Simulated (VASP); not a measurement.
A run of VASP 6.6.1:

File INCAR:

```
PREC = Accurate ; ENCUT = 520
EDIFF = 1E-8 ; ISMEAR = -1
SIGMA = 0.08 ; LREAL = False
LASPH = True ; NELM = 80
ALGO = Normal ; ISIF = 2
LWAVE = False ; LCHARG = False
GGA = PE ; LEFG = True
NBANDS = 8
```

Contents of KPOINTS:

```
regular mesh
0
Gamma
  12 12 12
```

POSCAR

```
Sb
1.0
    3.0960408524      0.0000000000      0.0000000000
    0.0000000000      3.0960408524      0.0000000000
    0.0000000000      0.0000000000      3.0960408524
Sb
1
Direct
    0.0000000000      0.0000000000      0.0000000000
```

Potentials or basis: VASP PAW PBE potentials, release 64 (Sb).

Command:

```sh
$ cat potpaw_PBE.64/Sb/POTCAR > POTCAR
$ mpirun -np 1 vasp_std > vasp.out
```

Hardware: 1 thread of Intel Xeon 8259CL, with other jobs on the host.

Problem. How long does it take, and how much memory?

Solution. It took 14 s on 1 thread of Intel Xeon 8259CL, on a shared host, peak memory 0.15 GiB. Counts: scf iterations 13, k points 84.
